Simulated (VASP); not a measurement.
## CoSi2: single point with PBEsol

CoSi2:

```xyz
3
Lattice="0.0000 2.6564 2.6564 2.6564 0.0000 2.6564 2.6564 2.6564 0.0000" Properties=species:S:1:pos:R:3 pbc="T T T"
Co    0.0000    0.0000    0.0000
Si    1.3282    1.3282    1.3282
Si    3.9845    3.9845    3.9845
```

| Item | Value |
| --- | --- |
| Program | VASP 6.6.1 |
| Task | single point |
| Functional | PBEsol |
| Potentials or basis | VASP PAW PBE potentials, release 64 (Co, Si) |
| Cutoff | 520 eV |
| k mesh | 14 × 14 × 14 |
| Occupations | gaussian, width 0.15 eV |
| Spin | collinear spin, ferromagnetic start |
| Starting moments | [1.65, 0.0, 0.0] μB |
| Fixed moment | 1.65 μB |
| Dipole correction | no |
| Further INCAR settings | ALGO = Normal; EDIFF = 1e-06; NBANDS = 20 |

| Property | Result |
| --- | --- |
| Pressure | 11.3 GPa |
| Net moment | 1.65 μB per cell |
| Site moments | Co +1.04; Si +0.13 μB |
| Valence electrons inside the program's atomic spheres | Co 8.89; Si 1.63 |

Wall time 2.5 min on 1 thread of Intel(R) Xeon(R) Platinum 8375C CPU @ 2.90GHz (Ice Lake), with other jobs on the host, peak memory 0.25 GiB.

Caveat: the cell stands under pressure; the PAW data sets were made with another functional, which shifts forces and pressure a little; the total moment is fixed, so each spin has its own Fermi level.
